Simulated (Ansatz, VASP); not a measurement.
**One calculation of ZnCdO, two programs**

File INCAR:

```
PREC     = Accurate       # precision mode
ENCUT    = 520            # plane-wave cutoff, eV
EDIFF    = 1E-6           # SCF threshold, eV
ISMEAR   = 0              # smearing method
SIGMA    = 0.1            # smearing width, eV
LREAL    = False          # projectors in reciprocal space
LASPH    = True           # aspherical terms in the spheres
NELM     = 60             # most SCF steps
ALGO     = Normal         # electronic algorithm
ISIF     = 2              # what is computed and relaxed
LWAVE    = False          # write WAVECAR
LCHARG   = False          # write CHGCAR
GGA      = PE             # functional
NBANDS   = 39             # bands
```

Contents of KPOINTS:

```
regular mesh
0
Gamma
  6 6 4
```

POSCAR

```
ZnCdO
1.0
    3.6675825100      0.0000000000      0.0000000000
    0.0000000000      3.6675825100      0.0000000000
    0.0000000000      0.0000000000      7.1792809800
Zn Cd O
2 2 2
Direct
    0.5000000000      0.5000000000      0.0000000000
    0.5000000000      0.5000000000      0.5000000000
    0.0000000000      0.0000000000      0.2500000000
    0.0000000000      0.0000000000      0.7500000000
    0.0000000000      0.5000000000      0.0000000000
    0.5000000000      0.0000000000      0.5000000000
```

Input for Ansatz:

```yaml
crystal:
  lattice:
    - [3.66758251, 0.0, 0.0]
    - [0.0, 3.66758251, 0.0]
    - [0.0, 0.0, 7.17928098]
  atoms:
    - { symbol: Zn, position: [0.5, 0.5, 0.0] }
    - { symbol: Zn, position: [0.5, 0.5, 0.5] }
    - { symbol: Cd, position: [0.0, 0.0, 0.25] }
    - { symbol: Cd, position: [0.0, 0.0, 0.75] }
    - { symbol: O, position: [0.0, 0.5, 0.0] }
    - { symbol: O, position: [0.5, 0.0, 0.5] }
basis:
  ecutwfc: 420
kpoints:
  mp_grid: { grid: [6, 6, 4] }
hamiltonian:
  xc: pbe
scf:
  occupations: { method: gaussian, width: 0.1 }
  lower_state_search: "off"
output:
  forces: true
  stress: true
  eigenvalues: true
```

Change from the starting cell: species swapped into the CaNiN type (P4_2/mmc, No. 131).

Alike in both runs: task single point; functional PBE; k mesh 6 × 6 × 4; occupations gaussian, width 0.1 eV; no spin polarisation.

```csv
,VASP,Ansatz
version,VASP 6.6.1,Ansatz 0.2.0
potentials or method,"VASP PAW PBE potentials, release 64 (Zn, Cd, O), cutoff 520 eV","scalar-relativistic, plane waves, PAW"
valence electrons in the cell,60,76
```

Ansatz gave:

```
gap on the k mesh at the Fermi level (eV)                     : none
pressure (GPa)                                                : 7.9
traceless stress, the component that is largest in VASP (GPa) : -1.93
```

Q: Which values does VASP return?

A: gap on the k mesh at the Fermi level (eV): none; pressure (GPa): 8.7; traceless stress, the component that is largest in VASP (GPa): -2.42.

A gap of «none» marks a metal or a gap that the smearing closes. The functional is the same, so the differences come from potentials, cutoffs and numerics. VASP's potentials hold 60 valence electrons a cell and Ansatz's 76, so a difference there can come from the potentials and not from the codes.
